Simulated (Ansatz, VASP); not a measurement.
Two plane-wave programs on CdS

```
Cd S
1.0
     0.00000    2.74750    2.74750
     2.74750    0.00000    2.74750
     2.74750    2.74750    0.00000
Cd S
1 1
Direct
  0.00000 0.00000 0.00000
  0.50000 0.50000 0.50000
```

Alike in both runs: functional PBE; k mesh 12 × 12 × 12; occupations gaussian, width 0.01 eV; no spin polarisation.

Ansatz relaxed the structure, and its values are those at the end. VASP's run is a single point on that final structure, the one shown.

|  | VASP | Ansatz |
| --- | --- | --- |
| version | VASP 6.6.1 | Ansatz 0.2.0 |
| potentials or method | VASP PAW PBE potentials, release 64 (Cd, S), cutoff 520 eV | scalar-relativistic, plane waves, PAW |
| valence electrons in the cell | 18 | 26 |

VASP gave:

```
gap on the k mesh at the Fermi level (eV) : 0.25
least direct gap on the mesh (eV)         : 1.57
pressure (GPa)                            : 0.4
```

**Question.** Which values does Ansatz return?

**Answer.** gap on the k mesh at the Fermi level (eV): 0.26; least direct gap on the mesh (eV): 1.60; pressure (GPa): 0.0.

With one functional, cell and mesh, what is left measures potentials, basis and numerics. VASP's potentials hold 18 valence electrons a cell and Ansatz's 26, so a difference there can come from the potentials and not from the codes.
